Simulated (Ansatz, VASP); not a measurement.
# BN: VASP beside Ansatz

```
CELL_PARAMETERS angstrom
0.00000 1.78994 1.78994
1.78994 0.00000 1.78994
1.78994 1.78994 0.00000
ATOMIC_POSITIONS crystal
B 0.00000 0.00000 0.00000
N 0.25000 0.25000 0.25000
```

Alike in both runs: functional LDA; k mesh 10 × 10 × 10; occupations gaussian, width 0.1 eV; no spin polarisation.

Ansatz relaxed the structure, and its values are those at the end. VASP's run is a single point on that final structure, the one shown.

```csv
,VASP,Ansatz
version,VASP 6.6.1,Ansatz 0.2.0
potentials or method,"VASP PAW LDA potentials, release 64 (B, N), cutoff 600 eV","scalar-relativistic, plane waves, PAW"
valence electrons in the cell,8,8
```

Ansatz gave:

| Quantity | Value |
| --- | --- |
| gap on the k mesh at the Fermi level (eV) | 4.39 |
| least direct gap on the mesh (eV) | 8.83 |
| pressure (GPa) | 0.0 |

Q: Estimate VASP's values.

A: gap on the k mesh at the Fermi level (eV): 4.38; least direct gap on the mesh (eV): 8.82; pressure (GPa): 1.0.

Ansatz warns that its potentials were made for another functional, while VASP's fit it. LDA's correlation is that of Perdew and Zunger in VASP and of Perdew and Wang (1992) in Ansatz.
